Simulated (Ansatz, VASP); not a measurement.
## Nb2B in VASP and in Ansatz

```
Nb B
1.0
     4.40761    0.00000    0.00000
    -2.20381    3.81711    0.00000
     0.00000    0.00000    2.66860
Nb B
2 1
Cartesian
  0.0000 2.5447 1.3343
  2.2038 1.2724 1.3343
  0.0000 0.0000 0.0000
```

Change from the starting cell: species swapped into the MgB2 type (P6/mmm, No. 191).

Alike in both runs: functional PBE; k mesh 12 × 12 × 18; occupations gaussian, width 0.1 eV; no spin polarisation.

Ansatz relaxed the structure, and its values are those at the end. VASP's run is a single point on that final structure, the one shown.

|  | VASP | Ansatz |
| --- | --- | --- |
| version | VASP 6.6.1 | Ansatz 0.2.0 |
| potentials or method | VASP PAW PBE potentials, release 64 (Nb_sv, B), cutoff 520 eV | scalar-relativistic, plane waves, PAW |
| valence electrons in the cell | 29 | 29 |

```tsv
	VASP	Ansatz	Ansatz less VASP
gap on the k mesh at the Fermi level (eV)	none	none	-
pressure (GPa)	-0.2	0.0	+0.18
```

A gap of «none» marks a metal or a gap that the smearing closes. The functional is the same, so the differences come from potentials, cutoffs and numerics.
